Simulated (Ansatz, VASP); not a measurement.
# AlN: VASP beside Ansatz

INCAR

```
PREC = Accurate
ENCUT = 520
EDIFF = 1E-6
ISMEAR = -1
SIGMA = 0.02
LREAL = False
LASPH = True
NELM = 100
ALGO = Normal
ISIF = 2
LWAVE = False
LCHARG = False
GGA = PE
NBANDS = 11
```

File KPOINTS:

```
regular mesh
0
Gamma
  10 10 10
```

POSCAR

```
AlN
1.0
    0.0000000000      1.9384400000      1.9780000000
    1.9384400000      0.0000000000      1.9780000000
    1.9384400000      1.9384400000      0.0000000000
Al N
1 1
Direct
    0.0000000000      0.0000000000      0.0000000000
    0.5000000000      0.5000000000      0.5000000000
```

Input for Ansatz:

```yaml
crystal:
  lattice:
    - [0.0, 1.93844, 1.978]
    - [1.93844, 0.0, 1.978]
    - [1.93844, 1.93844, 0.0]
  atoms:
    - { symbol: Al, position: [0.0, 0.0, 0.0] }
    - { symbol: "N", position: [0.5, 0.5, 0.5] }
kpoints:
  mp_grid: { grid: [10, 10, 10] }
  band_path:
    path:
      - [0.0, 0.0, 0.0]
      - [0.0, 0.5, 0.5]
      - [0.25, 0.75, 0.5]
      - [0.0, 0.5, 0.0]
      - [0.0, 0.0, 0.0]
      - [0.5, 0.5, 0.0]
      - [0.37005, 0.62995, 0.0]
      - [-0.37005, 0.37005, 0.0]
      - [0.0, 0.0, 0.0]
    npoints: 5
scf:
  occupations: { method: fermi_dirac, width: 0.02 }
hamiltonian:
  xc: pbe
  pseudopotentials: { kind: all_electron, lapw: { basis_error: 0.001 } }
output:
  forces: true
  stress: true
  eigenvalues: true
```

Change from the starting cell: equal xx and yy strain of -2 %.

Alike in both runs: task single point; functional PBE; k mesh 10 × 10 × 10; occupations fermi-dirac, width 0.02 eV; no spin polarisation.

|  | VASP | Ansatz |
| --- | --- | --- |
| version | VASP 6.6.1 | Ansatz 0.2.0 |
| potentials or method | VASP PAW PBE potentials, release 64 (Al, N), cutoff 520 eV | all-electron LAPW, scalar-relativistic |

Ansatz gave:

```
gap on the k mesh at the Fermi level (eV)                     : 4.95
pressure (GPa)                                                : 40.9
traceless stress, the component that is largest in VASP (GPa) : -6.73
```

Question: What did VASP give for the same quantities?

Answer: gap on the k mesh at the Fermi level (eV): 4.95; pressure (GPa): 40.6; traceless stress, the component that is largest in VASP (GPa): -6.72.

Both programs put the cell under a high pressure, so it lies far from rest at this level. Ansatz ran all-electron here, and VASP with PAW potentials.
